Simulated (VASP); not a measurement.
**Mo: single point with PBE**

The system is Mo.

```
Mo
1.0
    -2.10669    2.10669    1.10337
     2.10669   -2.10669    1.10337
     2.10669    2.10669   -1.10337
Mo
2
Direct
  0.62500 0.87500 0.75000
  0.37500 0.12500 0.25000
```

```
Program             : VASP 6.6.1
Task                : single point
Functional          : PBE
Potentials or basis : VASP PAW PBE potentials, release 64 (Mo_sv)
Cutoff              : 520 eV
k mesh              : 18 × 18 × 18
Occupations         : fermi-dirac, width 0.05 eV
Spin                : no spin polarisation
```

| Quantity | Value |
| --- | --- |
| Pressure | 344.8 GPa |
| Band gap on the k mesh | zero (bands 14 and 15 overlap by 5.43 eV) |

Stress tensor (GPa, compression positive):
```
344.58   0.00   0.00
  0.00 344.58   0.00
  0.00   0.00 345.19
```

Levels at points of the mesh, in eV from the Fermi level:
| k point | band 10 | band 11 | band 12 | band 13 | band 14 | band 15 | band 16 | band 17 | band 18 | band 19 |
| --- | --- | --- | --- | --- | --- | --- | --- | --- | --- | --- |
| (0.00, 0.00, 0.00) | -7.63 | -7.49 | -6.02 | -5.74 | 1.99 | 1.99 | 2.27 | 2.27 | 7.66 | 10.76 |
| (0.50, 0.00, 0.00) | -8.63 | -6.52 | -3.41 | -2.33 | -0.97 | 1.61 | 3.15 | 5.31 | 6.21 | 12.16 |
| (0.50, 0.50, 0.00) | -6.93 | -4.96 | -4.96 | -1.58 | -1.58 | 3.00 | 3.00 | 4.62 | 4.62 | 5.04 |
| (0.50, 0.50, 0.50) | -6.36 | -4.45 | -4.45 | 0.48 | 0.48 | 1.10 | 1.10 | 3.55 | 3.55 | 4.62 |

It took 110 s on 1 thread of AMD EPYC 9R45 96-Core Processor (Zen 5), on a shared host, peak memory 0.23 GiB.

Caveat: the cell stands under pressure.
